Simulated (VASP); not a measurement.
Here is a VASP 6.6.1 calculation.

The input INCAR:

```
PREC = Accurate
ENCUT = 520
EDIFF = 1E-7
ISMEAR = -1
SIGMA = 0.02
LREAL = False
LASPH = True
NELM = 80
ALGO = Normal
ISIF = 2
LWAVE = False
LCHARG = False
GGA = PE
NBANDS = 14
```

File KPOINTS:

```
regular mesh
0
Gamma
  8 8 8
```

The input POSCAR:

```
NaF
1.0
    0.0000000000      2.2858943317      2.2858943317
    2.2858943317      0.0000000000      2.2858943317
    2.2858943317      2.2858943317      0.0000000000
Na F
1 1
Direct
    0.0000000000      0.0000000000      0.0000000000
    1.5000002198      0.4999999274      0.4999999274
```

Potentials or basis: VASP PAW PBE potentials, release 64 (Na_pv, F).

Run with:

```console
$ cat potpaw_PBE.64/Na_pv/POTCAR potpaw_PBE.64/F/POTCAR > POTCAR
$ mpirun -np 1 vasp_std > vasp.out
```

Question: Estimate the pressure.

Answer: 4.5 GPa.

Question: What does it give for the band gap on the k mesh?

Answer: 6.52 eV, direct.

PBE gaps usually lie below the measured ones, often by a third to a half.
